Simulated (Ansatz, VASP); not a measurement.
# HfSi in VASP and in Ansatz

```
Hf Si
1.0
     0.00000    2.80771    2.80771
     2.80771    0.00000    2.80771
     2.80771    2.80771    0.00000
Hf Si
1 1
Direct
  0.00000 0.00000 0.00000
  0.25000 0.25000 0.25000
```

Change from the starting cell: volume scaled by 0.85, PAW files.

Alike in both runs: task single point; functional LDA; k mesh 12 × 12 × 12; occupations fermi-dirac, width 0.08 eV; no spin polarisation.

|  | VASP | Ansatz |
| --- | --- | --- |
| version | VASP 6.6.1 | Ansatz 0.2.0 |
| potentials or method | VASP PAW LDA potentials, release 64 (Hf_pv, Si) | PAW with Ansatz's default frozen-core files, scalar-relativistic |
| plane-wave cutoff (eV) | 520 | 420 |
| valence electrons in the cell | 14 | 30 |

|  | VASP | Ansatz | Ansatz less VASP |
| --- | --- | --- | --- |
| pressure (GPa) | 15.3 | 14.9 | -0.41 |

LDA's correlation is that of Perdew and Zunger in VASP and of Perdew and Wang (1992) in Ansatz. VASP's potentials hold 14 valence electrons a cell and Ansatz's 30, so a difference there can come from the potentials and not from the codes.

Neither program's run includes spin-orbit coupling.
